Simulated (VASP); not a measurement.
Here is a VASP 6.6.1 calculation.

INCAR

```
SYSTEM = Zn
ALGO     = Fast           ! electronic algorithm
EDIFF    = 1E-6           ! SCF threshold, eV
ENCUT    = 520            ! plane-wave cutoff, eV
GGA      = CA             ! functional
ISIF     = 2              ! what is computed and relaxed
ISMEAR   = 0              ! smearing method
LASPH    = .TRUE.         ! aspherical terms in the spheres
LCHARG   = .TRUE.         ! write CHGCAR
LELF     = .TRUE.         ! ELF
LREAL    = .FALSE.        ! projectors in reciprocal space
LVHAR    = .TRUE.       
LWAVE    = .FALSE.        ! write WAVECAR
NBANDS   = 19             ! bands
NELM     = 60             ! most SCF steps
PREC     = Accurate       ! precision mode
SIGMA    = 0.1            ! smearing width, eV
```

Contents of KPOINTS:

```
k-points
0
G
  15 15 8
  0 0 0
```

The input POSCAR:

```
Zn
1.0
    2.5489338933      0.0000000000      0.0000000000
   -1.2744669467      2.2074415042      0.0000000000
    0.0000000000      0.0000000000      4.8621582776
Zn
2
Direct
    0.3333333333      0.6666666667      0.2500000000
    0.6666666667      0.3333333333      0.7500000000
```

Potentials or basis: VASP PAW LDA potentials, release 64 (Zn).

Run with:

```console
$ cat potpaw_LDA.64/Zn/POTCAR > POTCAR
$ mpirun -np 1 vasp_std > vasp.out
```

Problem. Estimate the band gap on the k mesh.

Solution. Zero (band 12 reaches 5.40 eV, above the bottom of band 13 at 0.36 eV).

Problem. Predict the pressure.

Solution. 1.1 GPa.

Stress tensor (GPa, compression positive):
```
1.21 0.00 0.00
0.00 1.21 0.00
0.00 0.00 0.74
```
